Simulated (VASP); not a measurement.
## PbO: single point with PBE

Crystal: PbO.

```
Pb O
1.0
     3.97440    0.00000    0.00000
     0.00000    3.97440    0.00000
     0.00000    0.00000    4.89645
Pb O
2 2
Direct
  0.00000 0.50000 0.23510
  0.50000 0.00000 0.76490
  0.00000 0.00000 0.00000
  0.50000 0.50000 0.00000
```

This cell differs from its parent crystal: strain +0.000 along x and y, -0.025 along z.

```yaml
Program: VASP 6.6.1
Task: single point
Functional: PBE
Potentials_or_basis: VASP PAW PBE potentials, release 64 (Pb_d, O)
Cutoff: 520 eV
k_mesh: 8 × 8 × 6
Occupations: gaussian, width 0.05 eV
Spin: no spin polarisation
```

```json
{"Pressure": "7.2 GPa", "Largest force": "0.939 eV/Å", "Band gap on the k mesh": "1.27 eV, indirect (least direct gap 2.32 eV)"}
```

Forces in eV/Å, atoms in the order of the input:
```
Pb   0.000  0.000  0.939
Pb   0.000  0.000 -0.939
O    0.000  0.000  0.000
O    0.000  0.000  0.000
```

Stress tensor (GPa, compression positive):
```
7.31 0.00 0.00
0.00 7.31 0.00
0.00 0.00 6.84
```

Levels at points of the mesh, in eV from the valence-band top:
```
           k point  band 17  band 18  band 19  band 20  band 21  band 22  band 23  band 24
(0.00, 0.00, 0.00)    -1.85    -1.85    -1.78    -0.03     2.44     5.58     5.75     5.75
(0.50, 0.00, 0.00)    -3.20    -3.20    -1.65    -1.65     3.54     3.54     6.68     6.68
(0.50, 0.50, 0.00)    -1.57    -1.57    -1.19    -1.19     1.27     1.27     5.47     5.47
(0.00, 0.00, 0.50)    -1.88    -1.88    -1.83    -0.86     1.85     4.05     4.05     4.19
(0.50, 0.00, 0.50)    -3.16    -3.16    -0.97    -0.97     3.20     3.20     6.41     6.41
(0.50, 0.50, 0.50)    -2.23    -2.23    -1.19    -1.19     3.59     3.59     4.96     4.96
```

It took 65 s on 1 thread of Intel(R) Xeon(R) Platinum 8488C (Sapphire Rapids) (shared host), peak memory 0.25 GiB.

Caveat: the cell differs from its parent crystal (strain +0.000 along x and y, -0.025 along z); spin-orbit coupling is left out, which moves the levels of the heavy elements. A k mesh can miss the band edges.
